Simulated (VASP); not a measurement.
Runs of VASP 6.6.1 on RbBr. The structure is that of space group I4/mmm (No. 139), or close to it. The cells are those of the table. 

| cell | gap on the mesh (eV) | pressure (GPa) |
| --- | --- | --- |
| a = 4.657, b = 4.657, c = 4.459 Å, angles 61.4, 61.4, 57.2°, 2 atoms | 4.28 | 2.5 |
| a = 4.751, b = 4.751, c = 4.847 Å, angles 59.3, 59.3, 61.3°, 2 atoms | (c) | -0.5 |
| a = 4.759, b = 4.759, c = 4.459 Å, angles 62.1, 62.1, 55.9°, 2 atoms | 4.11 | (a) |
| a = 4.953, b = 4.953, c = 4.653 Å, angles 62.0, 62.0, 56.0°, 2 atoms | 3.89 | -0.5 |
| a = 4.863, b = 4.863, c = 4.459 Å, angles 62.7, 62.7, 54.6°, 2 atoms | 3.97 | 1.6 |
| a = 4.557, b = 4.557, c = 4.653 Å, angles 59.3, 59.3, 61.4°, 2 atoms | (b) | 2.1 |
| a = 4.657, b = 4.657, c = 4.847 Å, angles 58.6, 58.6, 62.7°, 2 atoms | 4.00 | (d) |
| a = 4.759, b = 4.759, c = 5.041 Å, angles 58.0, 58.0, 64.0°, 2 atoms | 3.77 | -0.3 |

Alike in all rows: task single point; level LDA; potentials or basis VASP PAW LDA potentials, release 64 (Rb_sv, Br); no spin polarisation; k mesh 6 × 6 × 6; cutoff (eV) 520; smearing gaussian 0.05 eV.

Task: Fill in the values left out.

Result: (a) 2.0; (b) 4.30; (c) 4.01; (d) 0.5.

A k mesh can miss the band edges, and the runs leave out spin-orbit coupling on Br, Rb.
